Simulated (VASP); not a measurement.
Here is a VASP 6.6.1 calculation.

INCAR

```
PREC     = Accurate       # precision mode
ENCUT    = 520            # plane-wave cutoff, eV
EDIFF    = 1E-6           # SCF threshold, eV
ISMEAR   = -1             # smearing method
SIGMA    = 0.1            # smearing width, eV
LREAL    = F              # projectors in reciprocal space
LASPH    = T              # aspherical terms in the spheres
NELM     = 60             # most SCF steps
ALGO     = Normal         # electronic algorithm
ISIF     = 2              # what is computed and relaxed
LWAVE    = F              # write WAVECAR
LCHARG   = F              # write CHGCAR
GGA      = RP             # functional
NBANDS   = 30             # bands
```

Contents of KPOINTS:

```
Automatic mesh
0
Gamma
  12 12 4
```

File POSCAR:

```
Sc
1.0
    3.3384166590      0.0000000000      0.0000000000
   -1.6692083295      2.8911536351      0.0000000000
    0.0000000000      0.0000000000     10.6678031627
Sc
4
Direct
    1.0000000000      1.0000000000      0.0000000000
    1.0000000000      1.0000000000      0.5000000000
    0.3333333333      0.6666666667      0.2500000000
    0.6666666667      0.3333333333      0.7500000000
```

Potentials or basis: VASP PAW PBE potentials, release 64 (Sc_sv).

Run with:

```bash
$ cat potpaw_PBE.64/Sc_sv/POTCAR > POTCAR
$ mpirun -np 1 vasp_std > vasp.out
```

Task: Predict the band gap on the k mesh.

Result: Zero (bands 22 and 23 overlap by 1.11 eV).

Task: Predict the pressure.

Result: 0.0 GPa.

Caveat: the PAW data sets were made with another functional, which shifts forces and pressure a little.
